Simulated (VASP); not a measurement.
Here is a VASP 6.6.1 calculation.

The input INCAR:

```
SYSTEM = SrTiO3
PREC = Accurate
ENCUT = 600
EDIFF = 1E-6
ISMEAR = 0
SIGMA = 0.02
LREAL = .False.
LASPH = .True.
NELM = 150
ALGO = Normal
ISIF = 3
LWAVE = .False.
LCHARG = .False.
LMAXMIX = 4
LDAU = .True.
LDAUTYPE = 2
LDAUL = -1 2 -1
LDAUU = 0 4 0
LDAUJ = 0 0 0
LDAUPRINT = 1
GGA = PE
IBRION = 2
NSW = 70
EDIFFG = -0.008
PSTRESS = 150.0
```

Contents of KPOINTS:

```
regular mesh
0
Gamma
  8 8 8
  0 0 0
```

Contents of POSCAR:

```
SrTiO3
1.0
    3.8468255973      0.0000000000      0.0000000000
    0.0000000000      3.8468255973      0.0000000000
    0.0000000000      0.0000000000      3.8468255973
Sr Ti O
1 1 3
Direct
    0.0000000000      0.0000000000      0.0000000000
    0.5000000000      0.5000000000      0.5000000000
    0.5000000000      0.0000000000      0.5000000000
    0.5000000000      0.5000000000      0.0000000000
    0.0000000000      0.5000000000      0.5000000000
```

Potentials or basis: VASP PAW PBE potentials, release 64 (Sr_sv, Ti_sv, O).

Launch:

```console
$ cat potpaw_PBE.64/Sr_sv/POTCAR potpaw_PBE.64/Ti_sv/POTCAR potpaw_PBE.64/O/POTCAR > POTCAR
$ mpirun -np 1 vasp_std > vasp.out
```

Q: Estimate the space group after relaxing (to 0.1 Å).

A: Pm-3m (No. 221).

Q: What does it give for the band gap on the k mesh?

A: 2.45 eV (least direct gap 2.85 eV).

Eigenvalues of the final occupation matrices:
| site | spin | trace | eigenvalues |
| --- | --- | --- | --- |
| site 2 d | 1 | 0.84 | 0.11 0.11 0.11 0.26 0.26 |
| site 2 d | 2 | 0.84 | 0.11 0.11 0.11 0.26 0.26 |

Caveat: the cell is relaxed towards a set pressure, so the run minimises the enthalpy, not the energy. A k mesh can miss the band edges.
